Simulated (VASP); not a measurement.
ZnSe, 2 atoms in the cell. It takes space group F-43m (No. 216, cubic). The conventional cell has a = 5.665 Å, b = 5.665 Å, c = 5.665 Å, α = 90.00°, β = 90.00°, γ = 90.00°. Zn (site symmetry -43m) has 4 Se at 2.45 Å within 3.2 Å. Se (site symmetry -43m) has 4 Zn at 2.45 Å within 3.2 Å. 

```yaml
Program: VASP 6.6.1
Task: single point
Functional: PBEsol
Potentials_or_basis: VASP PAW PBE potentials, release 64 (Zn, Se)
Cutoff: 500 eV
k_mesh: 4 × 4 × 4
Occupations: gaussian, width 0.1 eV
Spin: no spin polarisation
Dipole_correction: no
Further_INCAR_settings: ALGO = Normal; EDIFF = 1e-06; NBANDS = 16
```

Potentials or basis: VASP PAW PBE potentials, release 64 (Zn, Se).

The run is started by

```sh
$ cat potpaw_PBE.64/Zn/POTCAR potpaw_PBE.64/Se/POTCAR > POTCAR
$ mpirun -np 1 vasp_std > vasp.out
```

Hardware: 1 thread of AMD EPYC 9R45 96-Core Processor (Zen 5), on a shared host.

Task: How long does it take, and how much memory?

Result: Run time: 5.3 s on 1 thread of AMD EPYC 9R45 96-Core Processor (Zen 5) (shared host), peak memory 0.13 GiB. Counts: scf iterations 12, k points 8.
